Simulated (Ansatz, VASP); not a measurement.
Two plane-wave programs on AlCu

The input POSCAR:

```
AlCu
1.0
    3.0384627451      0.3653283653      0.3653283653
    0.3653283653      3.0384627451      0.3653283653
    0.3653283653      0.3653283653      3.0384627451
Al Cu
1 1
Direct
    0.0000000000      0.0000000000      0.0000000000
    0.5000000000      0.5000000000      0.5000000000
```

INCAR.step1

```
ALGO = Normal ; EDIFF = 1E-4
ENCUT = 520 ; GGA = PE
ISMEAR = 0 ; LASPH = True
LCHARG = False ; LREAL = False
LWAVE = True ; NBANDS = 14
NELM = 100 ; PREC = Accurate
SIGMA = 0.15
```

The input INCAR.step2:

```
ALGO = Normal ; EDIFF = 1E-7
ENCUT = 520 ; ISIF = 2
ISMEAR = 0 ; ISTART = 1
LASPH = True ; LCHARG = False
LMIXTAU = True ; LREAL = False
LWAVE = False ; METAGGA = R2SCAN
NBANDS = 14 ; NELM = 100
PREC = Accurate ; SIGMA = 0.15
```

Contents of KPOINTS:

```
k-points
0
Gamma
  18 18 18
```

Input for Ansatz:

```yaml
crystal:
  lattice:
    - [3.0384627451, 0.3653283653, 0.3653283653]
    - [0.3653283653, 3.0384627451, 0.3653283653]
    - [0.3653283653, 0.3653283653, 3.0384627451]
  atoms:
    - { symbol: Al, position: [0.0, 0.0, 0.0] }
    - { symbol: Cu, position: [0.5, 0.5, 0.5] }
basis:
  ecutwfc: 500
kpoints:
  mp_grid: { grid: [18, 18, 18] }
hamiltonian:
  xc: r2scan
scf:
  occupations: { method: gaussian, width: 0.15 }
output:
  forces: true
  stress: true
  eigenvalues: true
```

Alike in both runs: task single point; functional r2SCAN; k mesh 18 × 18 × 18; occupations gaussian, width 0.15 eV; no spin polarisation.

|  | VASP | Ansatz |
| --- | --- | --- |
| version | VASP 6.6.1 | Ansatz 0.2.0 |
| potentials or method | VASP PAW PBE potentials, release 64 (Al, Cu), cutoff 520 eV | scalar-relativistic, plane waves, PAW |
| valence electrons in the cell | 14 | 22 |

|  | VASP | Ansatz | Ansatz less VASP |
| --- | --- | --- | --- |
| gap on the k mesh at the Fermi level (eV) | none | none | - |
| pressure (GPa) | 8.1 | 8.1 | +0.05 |
| traceless stress, the component that is largest in VASP (GPa) | -7.77 | -7.77 | -0.003 |

VASP's potentials were made for PBE, not for r2SCAN. A gap of «none» marks a metal or a gap that the smearing closes. The functional is the same, so the differences come from potentials, cutoffs and numerics. VASP's potentials hold 14 valence electrons a cell and Ansatz's 22, so a difference there can come from the potentials and not from the codes.
